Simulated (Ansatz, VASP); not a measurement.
# Two plane-wave programs on Ir

```xyz
1
Lattice="0.0000 1.9061 1.9061 1.9061 0.0000 1.9061 1.9061 1.9061 0.0000" Properties=species:S:1:pos:R:3 pbc="T T T"
Ir    0.0000    0.0000    0.0000
```

Alike in both runs: task single point; functional LDA; k mesh 14 × 14 × 14; occupations methfessel-paxton of order 1, width 1 eV; no spin polarisation.

|  | VASP | Ansatz |
| --- | --- | --- |
| version | VASP 6.6.1 | Ansatz 0.2.0 |
| potentials or method | VASP PAW LDA potentials, release 64 (Ir_sv_GW), cutoff 500 eV | plane waves (420 eV) with PAW, scalar-relativistic |
| valence electrons in the cell | 17 | 17 |

|  | VASP | Ansatz | Ansatz less VASP |
| --- | --- | --- | --- |
| pressure (GPa) | -1.9 | -0.1 | +1.74 |

Ansatz warns that its potentials were made for another functional, while VASP's fit it. LDA's correlation is that of Perdew and Zunger in VASP and of Perdew and Wang (1992) in Ansatz.

Spin-orbit coupling is off throughout.
